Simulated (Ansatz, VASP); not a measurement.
Two plane-wave programs on HfMoC2

```
Hf Mo C
1.0
     3.19142    0.00000    0.00000
     0.00000    3.19142    0.00000
     0.00000    0.00000    4.48516
Hf Mo C
1 1 2
Cartesian
  0.0000 0.0000 0.0000
  1.5957 1.5957 2.2426
  0.0000 0.0000 2.2426
  1.5957 1.5957 0.0000
```

Alike in both runs: task single point; functional PBEsol; k mesh 6 × 6 × 4; occupations gaussian, width 0.1 eV; no spin polarisation.

|  | VASP | Ansatz |
| --- | --- | --- |
| version | VASP 6.6.1 | Ansatz 0.2.0 |
| potentials or method | VASP PAW PBE potentials, release 64 (Hf_pv, Mo_sv, C), cutoff 520 eV | scalar-relativistic, plane waves, PAW |
| valence electrons in the cell | 32 | 48 |

VASP gave:

| Property | Result |
| --- | --- |
| gap on the k mesh at the Fermi level (eV) | none |
| pressure (GPa) | -8.1 |
| traceless stress, the component that is largest in VASP (GPa) | 3.05 |

Question: Estimate Ansatz's values.

Answer: gap on the k mesh at the Fermi level (eV): none; pressure (GPa): -8.1; traceless stress, the component that is largest in VASP (GPa): 2.98.

VASP's potentials were made for PBE, not for PBEsol. A gap of «none» marks a metal or a gap that the smearing closes. The functional is the same, so the differences come from potentials, cutoffs and numerics. VASP's potentials hold 32 valence electrons a cell and Ansatz's 48, so a difference there can come from the potentials and not from the codes.

Spin-orbit coupling is off throughout.
